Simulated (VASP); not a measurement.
A run of VASP 6.6.1:

INCAR

```
SYSTEM = InAs
  PREC = Accurate
  ENCUT = 600
  EDIFF = 1E-6
  ISMEAR = -1
  SIGMA = 0.15
  LREAL = .False.
  LASPH = .True.
  NELM = 80
  ALGO = Normal
  ISIF = 3
  LWAVE = .False.
  LCHARG = .False.
  GGA = PS
  IBRION = 2
  NSW = 80
  EDIFFG = -0.001
  PSTRESS = 10.0
```

The input KPOINTS:

```
regular mesh
0
Gamma
  12 12 12
  0 0 0
```

Contents of POSCAR:

```
InAs
1.0
    0.0000000000      3.0437329617      3.0437329617
    3.0437329617      0.0000000000      3.0437329617
    3.0437329617      3.0437329617      0.0000000000
In As
1 1
Direct
    0.0000000000      0.0000000000      0.0000000000
    0.7500000000      0.7500000000      0.7500000000
```

Potentials or basis: VASP PAW PBE potentials, release 64 (In_d, As).

Launch:

```bash
$ cat potpaw_PBE.64/In_d/POTCAR potpaw_PBE.64/As/POTCAR > POTCAR
$ mpirun -np 1 vasp_std > vasp.out
```

Hardware: 1 thread of Intel Xeon 8259CL, on a shared host.

Task: How long does it take, and how much memory?

Result: It took 8.1 min on 1 thread of Intel Xeon 8259CL, with other jobs on the host, peak memory 0.26 GiB. Counts: scf iterations 62, k points 72, ion steps 19.
